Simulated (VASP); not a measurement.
A run of VASP 6.6.1 is set up as follows.

The input INCAR:

```
SYSTEM = YN
PREC = Accurate
ENCUT = 600
EDIFF = 1E-6
ISMEAR = 0
SIGMA = 0.1
LREAL = .False.
LASPH = .True.
NELM = 120
ALGO = Normal
ISIF = 2
LWAVE = .False.
LCHARG = .False.
GGA = PE
NBANDS = 15
GGA_COMPAT = .False.
```

Contents of KPOINTS:

```
Automatic mesh
0
Gamma
  6 6 6
  0 0 0
```

File POSCAR:

```
YN
1.0
    0.0000000000      2.4483610000      2.4483610000
    2.4483610000      0.0000000000      2.4483610000
    2.4483610000      2.4483610000      0.0000000000
Y N
1 1
Direct
    0.0000000000      0.0000000000      0.0000000000
    0.5000000000      0.5000000000      0.5000000000
```

Potentials or basis: VASP PAW PBE potentials, release 64 (Y_sv, N).

Run with:

```bash
$ cat potpaw_PBE.64/Y_sv/POTCAR potpaw_PBE.64/N/POTCAR > POTCAR
$ mpirun -np 1 vasp_std > vasp.out
```

Task: Estimate the band gap on the k mesh.

Result: 0.19 eV, indirect (least direct gap 0.58 eV).

Task: Estimate the pressure.

Result: 0.8 GPa.

A k mesh can miss the band edges.
